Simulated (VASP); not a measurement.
# CdS (CsCl type) (Pm-3m) in VASP: further runs, part 2 of 2

VASP 6.6.1. The steps go on from the part before.

### 4 Density of states, PBE

This run uses another cell than the first one, of 19.83 Å³/atom, 1.563 times its volume.

POSCAR

```
CdS
1.0
    3.4101975917      0.0000000000      0.0000000000
    0.0000000000      3.4101975917      0.0000000000
    0.0000000000      0.0000000000      3.4101975917
Cd S
1 1
Direct
    0.0000000000      0.0000000000      0.0000000000
    0.5000000000      0.5000000000      0.5000000000
```

INCAR.step1

```
ALGO = Normal ; EDIFF = 1E-6
ENCUT = 400 ; GGA = PE
GGA_COMPAT = F ; ISIF = 2
ISMEAR = -1 ; LASPH = T
LCHARG = T ; LORBIT = 11
LREAL = F ; LWAVE = F
NBANDS = 16 ; NEDOS = 2001
NELM = 120 ; PREC = Accurate
SIGMA = 0.05
```

KPOINTS.step1

```
k-points
0
Gamma
  14 14 14
```

INCAR.step2

```
ALGO = Normal ; EDIFF = 1E-6
ENCUT = 400 ; GGA = PE
GGA_COMPAT = F ; ICHARG = 11
ISIF = 2 ; ISMEAR = -5
LASPH = T ; LCHARG = F
LORBIT = 11 ; LREAL = F
LWAVE = F ; NEDOS = 2001
NELM = 120 ; PREC = Accurate
SIGMA = 0.05
```

KPOINTS.step2

```
k-points
0
Gamma
  21 21 21
```

Potentials or basis: VASP PAW PBE potentials, release 64 (Cd, S).

Run with:

```bash
> cat potpaw_PBE.64/Cd/POTCAR potpaw_PBE.64/S/POTCAR > POTCAR
> cp INCAR.step1 INCAR
> cp KPOINTS.step1 KPOINTS
> mpirun -np 1 vasp_std > vasp.out
> cp INCAR.step2 INCAR
> cp KPOINTS.step2 KPOINTS
> mpirun -np 1 vasp_std > vasp.out
```

OUTCAR:

```text
EDIFF = 1E-6
   ENCUT = 400
   GGA = PE
   ICHARG = 11
   ISIF = 2
   ISMEAR = -5
   LASPH = T
   LORBIT = 11
   LREAL = F
   NELM = 120
   PREC = Accurate

 ion  position               nearest neighbor table
   1  0.000  0.000  0.000-   2 2.95   2 2.95   2 2.95   2 2.95   2 2.95   2 2.95   2 2.95   2 2.95

   2  0.500  0.500  0.500-   1 2.95   1 2.95   1 2.95   1 2.95   1 2.95   1 2.95   1 2.95   1 2.95

  LATTYP: Found a simple cubic cell.
 ALAT       =     3.4101975917

  Lattice vectors:

 A1 = (   3.4101975917,   0.0000000000,   0.0000000000)
 A2 = (   0.0000000000,   3.4101975917,   0.0000000000)
 A3 = (   0.0000000000,   0.0000000000,   3.4101975917)

Analysis of symmetry for initial positions (statically):
=====================================================================
 Subroutine PRICEL returns:
 Original cell was already a primitive cell.

 Routine SETGRP: Setting up the symmetry group for a
 simple cubic supercell.

 Subroutine GETGRP returns: Found 48 space group operations
 (whereof 48 operations were pure point group operations)
 out of a pool of 48 trial point group operations.

The static configuration has the point symmetry O_h .

Analysis of symmetry for dynamics (positions and initial velocities):
=====================================================================
 Subroutine PRICEL returns:
 Original cell was already a primitive cell.

 Routine SETGRP: Setting up the symmetry group for a
 simple cubic supercell.

 Subroutine GETGRP returns: Found 48 space group operations
 (whereof 48 operations were pure point group operations)
 out of a pool of 48 trial point group operations.

The dynamic configuration has the point symmetry O_h .

 Subroutine INISYM returns: Found 48 space group operations
 (whereof 48 operations are pure point group operations),
 and found     1 'primitive' translations

----------------------------------------------------------------------------------------

                                     Primitive cell

[... 123 lines left out ...]
 non-spin polarized calculation
 Fermi weights with tetrahedron method with Bloechl corrections
  energy-cutoff  :      400.00
  volume of cell :       39.66
 maximum number of plane-waves:       739
 NGX is ok and might be reduce to    24

 number of electron      18.0000015 magnetization

 Free energy of the ion-electron system (eV)
  ---------------------------------------------------
  ext. energy  EPLUGINS =         0.00000000
  ---------------------------------------------------
  free energy    TOTEN  =        -4.86207137 eV

  energy without entropy =       -4.86207137  energy(sigma->0) =       -4.86207137

 E-fermi :   3.7590     XC(G=0): -10.7090

 val. band max:        3.8070954853   @ k =   0.4762   0.0000   0.0000
 cond. band min:       3.7144721653   @ k =   0.4762   0.3810   0.0952
 fundamental gap:     -0.0926233199
 Fermi energy:         3.7590075634

 k-point     1 :       0.0000    0.0000    0.0000
  band No.  band energies     occupation
      1      -9.5159      2.00000
      2      -4.9065      2.00000
      3      -4.9065      2.00000
      4      -4.3443      2.00000
      5      -4.3443      2.00000
      6      -4.3443      2.00000
      7       2.6319      2.00000
      8       2.6319      2.00000
      9       2.6319      2.00000
     10       2.7880      2.01333
     11      10.4602      0.00000
     12      10.4602      0.00000
     13      15.4037      0.00000
[... 354 lines left out ...]
  band No.  band energies     occupation
      1      -9.1772      2.00000
      2      -4.8663      2.00000
      3      -4.7913      2.00000
      4      -4.4466      2.00000
      5      -4.4279      2.00000
      6      -4.3558      2.00000
      7       0.2241      2.00000
      8       2.2838      2.00000
      9       3.0330      2.00000
     10       5.2847      0.00000
     11      10.7220      0.00000
     12      11.1261      0.00000
     13      12.7637      0.00000

 [... further k-points ...]
[... 5 lines left out ...]
  --------------------------------------------------------------------------------------
  -------------------------------------------------------------------------------------
  Total       -0.0359036     -0.0359036     -0.0359036      0.0000000     -0.0000000      0.0000000
  in kB       -1.4504727     -1.4504727     -1.4504727      0.0000000     -0.0000000      0.0000000
  external PRESSURE =      -1.4504727 kB  Pullay stress =       0.0000000 kB

 VOLUME and BASIS-vectors are now :
 -----------------------------------------------------------------------------
  energy-cutoff  :      400.00
  volume of cell :       39.66
      direct lattice vectors                 reciprocal lattice vectors
     3.410197592  0.000000000  0.000000000     0.293238140  0.000000000  0.000000000
     0.000000000  3.410197592  0.000000000     0.000000000  0.293238140  0.000000000
     0.000000000  0.000000000  3.410197592     0.000000000  0.000000000  0.293238140

 POSITION                                       TOTAL-FORCE (eV/Angst)
 -----------------------------------------------------------------------------------
      0.00000      0.00000      0.00000         0.000000      0.000000      0.000000
      1.70510      1.70510      1.70510         0.000000      0.000000      0.000000
 -----------------------------------------------------------------------------------
    total drift:                               -0.000000      0.000000      0.000000

  FREE ENERGIE OF THE ION-ELECTRON SYSTEM (eV)
  ---------------------------------------------------
  free  energy   TOTEN  =        -4.8620713727 eV

  energy  without entropy=       -4.8620713727  energy(sigma->0) =       -4.86207137

 total charge

# of ion       s       p       d       tot
------------------------------------------
    1        0.368   0.200   9.575  10.143
    2        1.373   2.297   0.000   3.669
--------------------------------------------------
tot          1.740   2.497   9.575  13.813
```

Wall time 39 s (1 thread of Intel Xeon Platinum 8559C (Emerald Rapids), shared host); peak memory 0.22 GiB.

Results:

```
Valence electrons inside the program's atomic spheres : Cd 10.14; S 3.67
```

Caveat: tetrahedron occupations give inexact forces and stress in metals.
